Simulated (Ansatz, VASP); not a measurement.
# CoO: VASP beside Ansatz

File INCAR:

```
SYSTEM = CoO
ALGO = Normal
EDIFF = 1E-6
ENCUT = 520
ISIF = 2
ISMEAR = 0
ISPIN = 2
LASPH = .TRUE.
LCHARG = .FALSE.
LMAXMIX = 4
LORBIT = 11
LREAL = .FALSE.
LWAVE = .FALSE.
MAGMOM = 2.7 0
NBANDS = 18
NELM = 150
PREC = Accurate
SIGMA = 0.05
```

The input KPOINTS:

```
k-points
0
G
  12 12 12
  0 0 0
```

File POSCAR:

```
CoO
1.0
    0.0000000000      2.1315016559      2.1315016559
    2.1315016559      0.0000000000      2.1315016559
    2.1315016559      2.1315016559      0.0000000000
Co O
1 1
Direct
    0.0000000000      0.0000000000      0.0000000000
    0.5000000000      0.5000000000      0.5000000000
```

Input for Ansatz:

```yaml
crystal:
  lattice:
    - [0.0, 2.1315016559, 2.1315016559]
    - [2.1315016559, 0.0, 2.1315016559]
    - [2.1315016559, 2.1315016559, 0.0]
  atoms:
    - { symbol: Co, position: [0.0, 0.0, 0.0], spin: 2.7 }
    - { symbol: O, position: [0.5, 0.5, 0.5] }
basis:
  ecutwfc: 420
  ecutrho_ratio: 4
kpoints:
  mp_grid: { grid: [12, 12, 12] }
  band_path:
    path:
      - [[0.0, 0.0, 0.0], [0.5, 0.0, 0.5], [0.625, 0.25, 0.625]]
      - [[0.375, 0.375, 0.75], [0.0, 0.0, 0.0], [0.5, 0.5, 0.5], [0.5, 0.25, 0.75], [0.5, 0.0, 0.5]]
    npoints: 6
hamiltonian:
  xc: lda
scf:
  occupations: { method: gaussian, width: 0.05 }
  lower_state_search: "off"
output:
  forces: true
  stress: true
  eigenvalues: true
  populations: true
  eigenstates:
    nscf_kmesh: { grid: [12, 12, 12] }
    top_band: c28
    exchange_couplings: { magnetic: [{ site: 0 }] }
    magnetocrystalline_anisotropy: {}
magnetization:
  spin_polarized: true
checkpoint:
  read: start.run
  write: ck
  compress: false
  write_wavefunctions: false
  write_every: 100000
```

Alike in both runs: task single point; functional LDA; k mesh 12 × 12 × 12; occupations gaussian, width 0.05 eV; collinear spin.

```csv
,VASP,Ansatz
version,VASP 6.6.1,Ansatz 0.2.0
potentials or method,"VASP PAW LDA potentials, release 64 (Co, O), cutoff 520 eV","scalar-relativistic, plane waves, PAW"
valence electrons in the cell,15,23
```

Ansatz gave:

```
gap on the k mesh at the Fermi level (eV)                     : none
pressure (GPa)                                                : -19.0
net moment per atom (μB)                                      : 1.46
size of the moment on the site where the two differ most (μB) : 0.35
```

Which values does VASP return?

gap on the k mesh at the Fermi level (eV): none; pressure (GPa): -21.0; net moment per atom (μB): 1.37; size of the moment on the site where the two differ most (μB): 0.29.

LDA's correlation is that of Perdew and Zunger in VASP and of Perdew and Wang (1992) in Ansatz. Site moments also hang on the region over which each program counts them. A gap of «none» marks a metal or a gap that the smearing closes. VASP's potentials hold 15 valence electrons a cell and Ansatz's 23, so a difference there can come from the potentials and not from the codes. Ansatz's warnings: stability check not made.
